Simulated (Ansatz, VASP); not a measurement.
**Two plane-wave programs on Ge**

Contents of INCAR:

```
SYSTEM = Ge
ALGO = Normal
EDIFF = 1E-6
ENCUT = 500
GGA = PE
GGA_COMPAT = .FALSE.
ISIF = 2
ISMEAR = 0
LASPH = .TRUE.
LCHARG = .TRUE.
LELF = .TRUE.
LREAL = .FALSE.
LVHAR = .TRUE.
LWAVE = .FALSE.
NBANDS = 21
NELM = 120
PREC = Accurate
SIGMA = 0.15
```

Contents of KPOINTS:

```
k-points
0
G
  14 14 14
  0 0 0
```

Contents of POSCAR:

```
Ge
1.0
    0.0000000000      3.0550716000      2.6024684000
    3.0550716000      0.0000000000      2.6024684000
    3.0550716000      3.0550716000      0.0000000000
Ge
2
Direct
    0.5000000000      0.5000000000      0.5000000000
    0.7500000000      0.7500000000      0.7500000000
```

Input for Ansatz:

```yaml
crystal:
  lattice:
    - [0.0, 3.0550716, 2.6024684]
    - [3.0550716, 0.0, 2.6024684]
    - [3.0550716, 3.0550716, 0.0]
  atoms:
    - { symbol: Ge, position: [0.5, 0.5, 0.5] }
    - { symbol: Ge, position: [0.75, 0.75, 0.75] }
basis:
  ecutwfc: 420
kpoints:
  mp_grid: { grid: [14, 14, 14] }
hamiltonian:
  xc: pbe
scf:
  occupations: { method: gaussian, width: 0.15 }
output:
  forces: true
  stress: true
  eigenvalues: true
```

Change from the starting cell: strain +0.080 along x and y, -0.080 along z, atoms carried along.

Alike in both runs: task single point; functional PBE; k mesh 14 × 14 × 14; occupations gaussian, width 0.15 eV; no spin polarisation.

|  | VASP | Ansatz |
| --- | --- | --- |
| version | VASP 6.6.1 | Ansatz 0.2.0 |
| potentials or method | VASP PAW PBE potentials, release 64 (Ge_d), cutoff 500 eV | scalar-relativistic, plane waves, PAW |
| valence electrons in the cell | 28 | 28 |

```csv
,VASP,Ansatz,Ansatz less VASP
gap on the k mesh at the Fermi level (eV),none,none,-
pressure (GPa),-1.2,-1.1,+0.17
"traceless stress, the component that is largest in VASP (GPa)",4.79,4.78,-0.013
```

A gap of «none» marks a metal or a gap that the smearing closes.
